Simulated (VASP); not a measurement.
Set up this calculation in VASP 6.6.1, as the native input.

| Quantity | Value |
| --- | --- |
| Task | single point |
| Functional | PBE |
| Potentials or basis | VASP PAW PBE potentials, release 64 (Mo_sv, Si) |
| Cutoff | 520 eV |
| k mesh | 12 × 12 × 12 |
| Occupations | fermi-dirac, width 0.05 eV |
| Spin | no spin polarisation |
| Dipole correction | no |
| Further INCAR settings | ALGO = Normal; EDIFF = 1e-07; NBANDS = 18 |

The structure of Si2Mo lies in POSCAR:

```
Si2Mo
1.0
   -1.6313805159      1.6313805159      4.0075881985
    1.6313805159     -1.6313805159      4.0075881985
    1.6313805159      1.6313805159     -4.0075881985
Mo Si
1 2
Direct
    0.0000000000      0.0000000000      0.0000000000
    0.6670000000      0.6670000000      0.0000000000
    0.3330000000      0.3330000000      0.0000000000
```

The input as run:

INCAR

```
ALGO = Normal
EDIFF = 1E-7
ENCUT = 520
GGA = PE
ISIF = 2
ISMEAR = -1
LASPH = True
LCHARG = False
LREAL = False
LWAVE = False
NBANDS = 18
NELM = 60
PREC = Accurate
SIGMA = 0.05
```

KPOINTS

```
k-points
0
Gamma
  12 12 12
```

Potentials or basis: VASP PAW PBE potentials, release 64 (Mo_sv, Si).

The run is started by

```sh
$ cat potpaw_PBE.64/Mo_sv/POTCAR potpaw_PBE.64/Si/POTCAR > POTCAR
$ mpirun -np 1 vasp_std > vasp.out
```

It gave:

```yaml
Pressure: -8.8 GPa
Largest_force: 0.360 eV/Å
Band_gap_on_the_k_mesh: zero (bands 11 and 12 overlap by 1.00 eV)
```

Caveat: the cell stands under tension.

Run time: 110 s on 1 thread of AMD EPYC 9R45 96-Core Processor (Zen 5) (shared host), peak memory 0.25 GiB.
